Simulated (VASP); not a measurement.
# O: single point with PBE

O:

```xyz
2
Lattice="-2.2023 0.0000 2.2023 0.0000 2.2023 2.2023 -2.2023 2.2023 0.0000" Properties=species:S:1:pos:R:3 pbc="T T T"
O     0.0000    0.0000    0.0000
O    -1.1012    1.1012    1.1012
```

```yaml
Program: VASP 6.6.1
Task: single point
Functional: PBE
Potentials_or_basis: VASP PAW PBE potentials, release 64 (O)
Cutoff: 600 eV
k_mesh: 4 × 4 × 4
Occupations: fermi-dirac, width 0.1 eV
Spin: no spin polarisation
Dipole_correction: no
Further_INCAR_settings: ALGO = Normal; EDIFF = 1e-06; NBANDS = 13
```

```yaml
Pressure: 0.7 GPa
Band_gap_on_the_k_mesh: zero (band 6 reaches 0.85 eV, above the bottom of band 7 at -0.21 eV)
```

Levels at points of the mesh, in eV from the Fermi level:
```csv
k point,band 2,band 3,band 4,band 5,band 6,band 7,band 8,band 9,band 10,band 11
"(0.00, 0.00, 0.00)",-13.64,-3.77,-3.77,-3.77,-0.65,-0.65,-0.65,9.85,23.66,23.66
"(0.50, 0.00, 0.00)",-16.27,-5.03,-4.69,-4.69,0.41,0.41,1.10,13.38,16.02,20.13
"(0.50, 0.50, 0.00)",-18.06,-5.76,-5.76,-2.18,-2.18,1.68,1.68,13.43,13.43,23.44
```

Run time: 4.2 s on 1 thread of Intel Xeon 8259CL, on a shared host, peak memory 0.14 GiB.

Caveat: the k points lie up to 0.62 Å⁻¹ apart.
